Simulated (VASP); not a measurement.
Here is a VASP 6.6.1 calculation.

INCAR

```
PREC     = Accurate       # precision mode
ENCUT    = 600            # plane-wave cutoff, eV
EDIFF    = 1E-6           # SCF threshold, eV
ISMEAR   = -1             # smearing method
SIGMA    = 0.05           # smearing width, eV
LREAL    = False          # projectors in reciprocal space
LASPH    = True           # aspherical terms in the spheres
NELM     = 100            # most SCF steps
ALGO     = Normal         # electronic algorithm
ISIF     = 3              # what is computed and relaxed
LWAVE    = False          # write WAVECAR
LCHARG   = False          # write CHGCAR
GGA      = PE             # functional
IBRION   = 2              # ionic algorithm
NSW      = 32             # ionic steps
EDIFFG   = -0.005         # ionic threshold
PSTRESS  = 150.0
```

The input KPOINTS:

```
Automatic mesh
0
Gamma
  17 17 9
```

POSCAR

```
P
1.0
    3.1430757370      0.0000000000      0.0000000000
   -1.5715378685      2.7219834342      0.0000000000
    0.0000000000      0.0000000000      3.1089634499
P
2
Direct
    0.3333333333      0.6666666667      0.2500000000
    0.6666666667      0.3333333333      0.7500000000
```

Potentials or basis: VASP PAW PBE potentials, release 64 (P).

The run is started by

```bash
$ cat potpaw_PBE.64/P/POTCAR > POTCAR
$ mpirun -np 1 vasp_std > vasp.out
```

Q: Estimate the space group after relaxing (to 0.05 Å).

A: P6_3/mmc (No. 194).

Q: What does it give for the relaxed cell?

A: a = 3.141 Å, b = 3.141 Å, c = 3.106 Å, α = 90.00°, β = 90.00°, γ = 120.00°.

Q: Predict the band gap on the k mesh.

A: Zero (band 5 reaches 13.42 eV, above the bottom of band 6 at 7.24 eV).

Final structure:
```yaml
crystal:
  lattice:
    - [3.14077, 0.00000, 0.00000]
    - [-1.57039, 2.71999, 0.00000]
    - [0.00000, 0.00000, 3.10585]
  atoms:
    - { symbol: P, position: [0.33333, 0.66667, 0.25000] }
    - { symbol: P, position: [0.66667, 0.33333, 0.75000] }
```

Caveat: the cell is relaxed towards a set pressure, so the enthalpy falls and the energy may rise.
